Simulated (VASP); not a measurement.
A run of VASP 6.6.1 is set up as follows.

INCAR

```
SYSTEM = C
PREC = Accurate
ENCUT = 520
EDIFF = 1E-6
ISMEAR = 0
SIGMA = 0.05
LREAL = .FALSE.
LASPH = .TRUE.
NELM = 60
ALGO = Normal
ISIF = 2
LWAVE = .FALSE.
LCHARG = .TRUE.
GGA = PS
IVDW = 12
LELF = .TRUE.
LVHAR = .TRUE.
NBANDS = 11
```

KPOINTS

```
Automatic mesh
0
G
  15 15 15
  0 0 0
```

POSCAR

```
C
1.0
    1.2291305633      0.7096388616      3.2835658809
   -1.2291305633      0.7096388616      3.2835658809
    0.0000000000     -1.4192777231      3.2835658809
C
2
Direct
    0.1712807466      0.1712807466      0.1571890719
    0.8287192534      0.8287192534      0.8428109281
```

Potentials or basis: VASP PAW PBE potentials, release 64 (C).

Launch:

```console
$ cat potpaw_PBE.64/C/POTCAR > POTCAR
$ mpirun -np 1 vasp_std > vasp.out
```

What does it give for the pressure?

1.4 GPa.

Estimate the largest force.

2.108 eV/Å.

Stress tensor (GPa, compression positive):
```
 6.84  0.00  0.00
 0.00 -2.56  0.02
 0.00  0.02 -0.06
```

Caveat: the cell differs from its parent crystal (mode 4 frozen in at +0.000 Å and mode 6 at +0.020 Å (largest displacements)); the PAW data sets were made with another functional, which shifts forces and pressure a little.
